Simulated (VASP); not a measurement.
Wanted: the native input for a VASP 6.6.1 run.

```yaml
Task: single point
Functional: PBE
Potentials_or_basis: VASP PAW PBE potentials, release 64 (Al, N)
Cutoff: 600 eV
k_mesh: 4 × 4 × 4
Occupations: gaussian, width 0.01 eV
Spin: no spin polarisation
Dipole_correction: no
Further_INCAR_settings: ALGO = Normal; EDIFF = 1e-06; NBANDS = 11
```

The structure of AlN lies in POSCAR:

```
AlN
1.0
    0.0000000000      2.0188684454      2.0188684454
    2.0188684454      0.0000000000      2.0188684454
    2.0188684454      2.0188684454      0.0000000000
Al N
1 1
Direct
    0.0000000000      0.0000000000      0.0000000000
    0.5000000000      0.5000000000      0.5000000000
```

These files were run (other wordings do the same):

INCAR

```
SYSTEM = AlN
ALGO = Normal
EDIFF = 1E-6
ENCUT = 600
GGA = PE
GGA_COMPAT = .FALSE.
ISIF = 2
ISMEAR = 0
LASPH = .TRUE.
LCHARG = .TRUE.
LELF = .TRUE.
LREAL = .FALSE.
LVHAR = .TRUE.
LWAVE = .FALSE.
NBANDS = 11
NELM = 120
PREC = Accurate
SIGMA = 0.01
```

KPOINTS

```
k-points
0
G
  4 4 4
  0 0 0
```

Potentials or basis: VASP PAW PBE potentials, release 64 (Al, N).

Launch:

```sh
$ cat potpaw_PBE.64/Al/POTCAR potpaw_PBE.64/N/POTCAR > POTCAR
$ mpirun -np 1 vasp_std > vasp.out
```

Results of the run:

The pressure is 6.1 GPa. The band gap on the k mesh is 4.59 eV, indirect (least direct gap 5.72 eV).

Caveat: the k points lie up to 0.67 Å⁻¹ apart.

Run time: 1.8 s on 1 thread of Intel(R) Xeon(R) 6975P-C (Granite Rapids) (shared host), peak memory 0.13 GiB.
